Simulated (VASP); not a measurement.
Here is a VASP 6.6.1 calculation.

The input INCAR:

```
PREC = Accurate
ENCUT = 600
EDIFF = 1E-6
ISMEAR = 0
SIGMA = 0.1
LREAL = False
LASPH = True
NELM = 100
ALGO = Normal
ISIF = 3
LWAVE = False
LCHARG = False
GGA = PE
IBRION = 2
NSW = 90
EDIFFG = -0.04
```

The input KPOINTS:

```
regular mesh
0
Gamma
  6 6 4
```

POSCAR

```
Os2C3
1.0
    3.2958544583      0.0000000000      0.0000000000
   -1.6479272291      2.8542936880      0.0000000000
    0.0000000000      0.0000000000      5.1278141698
Os C
2 3
Direct
    0.3333333333      0.6666666667      0.2450000000
    0.6666666667      0.3333333333      0.7550000000
    0.0000000000      0.0000000000      0.0000000000
    0.3333333333      0.6666666667      0.6450000000
    0.6666666667      0.3333333333      0.3550000000
```

Potentials or basis: VASP PAW PBE potentials, release 64 (Os, C).

The run is started by

```sh
$ cat potpaw_PBE.64/Os/POTCAR potpaw_PBE.64/C/POTCAR > POTCAR
$ mpirun -np 1 vasp_std > vasp.out
```

Task: Estimate the relaxed volume.

Result: 10.54 Å³/atom.

Task: Predict the band gap on the k mesh.

Result: Zero (bands 14 and 15 overlap by 1.02 eV).

Task: Estimate the relaxed cell.

Result: a = 3.315 Å, b = 3.315 Å, c = 5.537 Å, α = 90.00°, β = 90.00°, γ = 120.00°.

Stress tensor (GPa, compression positive):
```
 0.05  0.00  0.00
 0.00  0.05  0.00
 0.00  0.00 -0.11
```

Caveat: the k points lie up to 0.36 Å⁻¹ apart in the final cell, too coarse for converged energies and pressures of a metal; spin-orbit coupling is left out, which moves the levels of the heavy elements.
